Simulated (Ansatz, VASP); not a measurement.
**BaTe in VASP and in Ansatz**

File INCAR:

```
SYSTEM = BaTe
PREC     = Accurate       ! precision mode
ENCUT    = 600            ! plane-wave cutoff, eV
EDIFF    = 1E-6           ! SCF threshold, eV
ISMEAR   = 0              ! smearing method
SIGMA    = 0.02           ! smearing width, eV
LREAL    = .False.        ! projectors in reciprocal space
LASPH    = .True.         ! aspherical terms in the spheres
NELM     = 60             ! most SCF steps
ALGO     = Normal         ! electronic algorithm
ISIF     = 3              ! what is computed and relaxed
LWAVE    = .False.        ! write WAVECAR
LCHARG   = .False.        ! write CHGCAR
GGA      = PE             ! functional
IBRION   = 2              ! ionic algorithm
NSW      = 100            ! ionic steps
EDIFFG   = -0.01          ! ionic threshold
```

KPOINTS

```
Automatic mesh
0
Gamma
  8 8 8
  0 0 0
```

POSCAR

```
BaTe
1.0
    0.0000000000      3.5322559924      3.5322559924
    3.5322559924      0.0000000000      3.5322559924
    3.5322559924      3.5322559924      0.0000000000
Ba Te
1 1
Direct
    0.0000000000      0.0000000000      0.0000000000
    0.5000000000      0.5000000000      0.5000000000
```

Input for Ansatz:

```yaml
crystal:
  lattice:
    - [0.0, 3.5322559924, 3.5322559924]
    - [3.5322559924, 0.0, 3.5322559924]
    - [3.5322559924, 3.5322559924, 0.0]
  atoms:
    - { symbol: Ba, position: [0.0, 0.0, 0.0] }
    - { symbol: Te, position: [0.5, 0.5, 0.5] }
basis:
  ecutwfc: 420
kpoints:
  mp_grid: { grid: [8, 8, 8] }
hamiltonian:
  xc: pbe
scf:
  occupations: { method: gaussian, width: 0.02 }
output:
  forces: true
  stress: true
  eigenvalues: true
  write_density: true
  write_potential: true
  elf: true
  volumetric_format: npy
relax:
  adjacent_minimum: "off"
  f_tol: 0.01
  max_steps: 80
  cell: { stress_tol: 0.05 }
```

Alike in both runs: task relaxation of cell and atoms; functional PBE; k mesh 8 × 8 × 8; occupations gaussian, width 0.02 eV; no spin polarisation.

```csv
,VASP,Ansatz
version,VASP 6.6.1,Ansatz 0.2.0
potentials or method,"VASP PAW PBE potentials, release 64 (Ba_sv, Te), cutoff 600 eV","scalar-relativistic, plane waves, PAW"
valence electrons in the cell,16,26
```

Ansatz gave:

* gap on the k mesh at the Fermi level, each at its own relaxed structure (eV): 1.66
* relaxed volume (Å³/atom): 44.07
* relaxed cell length with the largest relative difference (Å): 4.995

Q: Which values does VASP return?

A: gap on the k mesh at the Fermi level, each at its own relaxed structure (eV): 1.60; relaxed volume (Å³/atom): 44.52; relaxed cell length with the largest relative difference (Å): 5.012.

VASP's potentials hold 16 valence electrons a cell and Ansatz's 26, so a difference there can come from the potentials and not from the codes.

Spin-orbit coupling is off throughout.
